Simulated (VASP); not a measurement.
A run of VASP 6.6.1:

Contents of INCAR:

```
  ALGO = Normal
  EDIFF = 1E-7
  ENCUT = 520
  GGA = PS
  ISIF = 2
  ISMEAR = -1
  ISYM = 0
  LASPH = T
  LCHARG = F
  LREAL = Auto
  LWAVE = F
  NBANDS = 286
  NELM = 60
  PREC = Accurate
  SIGMA = 0.05
```

The input KPOINTS:

```
Automatic mesh
0
Gamma
  1 1 1
  0.25 0.25 0.25
```

File POSCAR:

```
MgZn3O4
1.0
    8.5073490961      0.0000000000      0.0000000000
    0.0000000000      8.5073490961      0.0000000000
    0.0000000000      0.0000000000      8.5073490961
O Zn Mg
32 24 8
Direct
    0.2520850000      0.9995650000      0.0003750000
    0.2525760000      0.9980070000      0.5001040000
    0.2521120000      0.5004130000      0.0004530000
    0.2526540000      0.5020670000      0.5000160000
    0.7474990000      0.9997820000      0.0002940000
    0.7474740000      0.9994490000      0.5001970000
    0.7474730000      0.4996200000      0.0003710000
    0.7477190000      0.4999550000      0.5000310000
    0.0000280000      0.2499030000      0.0002710000
    0.9998830000      0.2497280000      0.5004510000
    0.9994140000      0.7497230000      0.9986440000
    0.0018120000      0.7502070000      0.5025880000
    0.4995220000      0.2498050000      0.0003010000
    0.5000210000      0.2498800000      0.5000450000
    0.4997100000      0.7498180000      0.9999230000
    0.4972040000      0.7497670000      0.5004480000
    0.9998820000      0.0017410000      0.2502900000
    0.9995250000      0.9999960000      0.7507050000
    0.9995690000      0.4980180000      0.2502640000
    0.9997550000      0.4996000000      0.7503520000
    0.5001690000      0.0000500000      0.2501330000
    0.4999460000      0.0002180000      0.7502990000
    0.5002110000      0.4997310000      0.2500450000
    0.4998490000      0.4993620000      0.7503210000
    0.2471900000      0.2498210000      0.2503670000
    0.2471840000      0.2497480000      0.7500790000
    0.2491820000      0.7500800000      0.2518690000
    0.2466420000      0.7497070000      0.7480660000
    0.7524180000      0.2497930000      0.2504410000
    0.7523500000      0.2500070000      0.7504070000
    0.7506220000      0.7499550000      0.2504180000
    0.7519710000      0.7496800000      0.7502560000
    0.9999310000      0.9998010000      0.0003080000
    0.9999540000      0.9999330000      0.5003440000
    0.9996240000      0.4998870000      0.0001820000
    0.0000310000      0.4999420000      0.5003070000
    0.2498560000      0.2500480000      0.9999460000
    0.2497760000      0.2499190000      0.5001940000
    0.2496710000      0.7500480000      0.0001320000
    0.7498550000      0.2497110000      0.0002260000
    0.7502480000      0.2497470000      0.5001870000
    0.7496110000      0.7498950000      0.0005260000
    0.7499290000      0.7497640000      0.5002350000
    0.2498850000      0.0001270000      0.2501860000
    0.2498010000      0.9997230000      0.7501010000
    0.2497650000      0.4997820000      0.2501240000
    0.2498260000      0.5000230000      0.7501120000
    0.7501310000      0.9999110000      0.2502520000
    0.7498020000      0.9996880000      0.7504050000
    0.7501230000      0.4997500000      0.2500740000
    0.7497290000      0.4998560000      0.7502050000
    0.9998070000      0.7498840000      0.2502480000
    0.5000300000      0.2499740000      0.2501560000
    0.4999490000      0.2498020000      0.7501720000
    0.4997740000      0.7499140000      0.2503330000
    0.4994290000      0.7498000000      0.7499880000
    0.4998840000      0.9999330000      0.0003560000
    0.5003350000      0.0003810000      0.5000310000
    0.4999170000      0.4998470000      0.0002980000
    0.5003220000      0.4994250000      0.4999410000
    0.2493900000      0.7500150000      0.4997520000
    0.9999410000      0.2498210000      0.2500920000
    0.9997670000      0.2498050000      0.7504800000
    0.9991700000      0.7498430000      0.7508040000
```

Potentials or basis: VASP PAW PBE potentials, release 64 (O, Zn, Mg).

Command:

```sh
$ cat potpaw_PBE.64/O/POTCAR potpaw_PBE.64/Zn/POTCAR potpaw_PBE.64/Mg/POTCAR > POTCAR
$ mpirun -np 1 vasp_std > vasp.out
```

Hardware: 1 thread of Intel(R) Xeon(R) Platinum 8259CL CPU @ 2.50GHz (Skylake/Cascade Lake), with other jobs on the host.

**Question.** How long does it take, and how much memory?

**Answer.** Run time: 33 min on 1 thread of Intel(R) Xeon(R) Platinum 8259CL CPU @ 2.50GHz (Skylake/Cascade Lake), with other jobs on the host, peak memory 0.85 GiB. Counts: scf iterations 22, k points 4.
